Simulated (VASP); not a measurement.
The system is CuI.

```
Cu I
1.0
     3.64947    0.00000    0.00000
     0.00000    3.64947    0.00000
     0.00000    0.00000    3.64947
Cu I
1 1
Direct
  0.00000 0.00000 0.00000
  0.50000 0.50000 0.50000
```

| Quantity | Value |
| --- | --- |
| Program | VASP 6.6.1 |
| Task | relaxation of cell and atoms |
| Functional | PBEsol |
| Potentials or basis | VASP PAW PBE potentials, release 64 (Cu, I) |
| Cutoff | 600 eV |
| k mesh | 6 × 6 × 6 |
| Occupations | fermi-dirac, width 0.02 eV |
| Spin | no spin polarisation |

At the start: pressure -3.0 GPa; volume 24.30 Å³/atom.

How do energy, volume and symmetry change on relaxing?

Over 5 steps the energy falls by 19.5 meV/atom and the volume is 22.51 Å³/atom (-7.4 %); space group Pm-3m (No. 221, to 0.05 Å).

The path:
| step | energy change (eV) | largest force (eV/Å) | pressure (GPa) | volume (Å³) |
| --- | --- | --- | --- | --- |
| 1 | 0.0000 | 0.0000 | -3.03 | 48.61 |
| 2 | -0.0384 | 0.0000 | -0.44 | 45.44 |
| 3 | -0.0390 | 0.0000 | -0.14 | 45.11 |
| 4 | -0.0390 | 0.0000 | 0.07 | 44.96 |
| 5 | -0.0390 | 0.0000 | 0.01 | 45.03 |

Final structure:
```xyz
2
Lattice="3.5576 0.0000 0.0000 0.0000 3.5576 0.0000 0.0000 0.0000 3.5576" Properties=species:S:1:pos:R:3 pbc="T T T"
Cu    0.0000    0.0000    0.0000
I     1.7788    1.7788    1.7788
```

Caveat: the PAW data sets were made with another functional, which shifts forces and pressure a little.
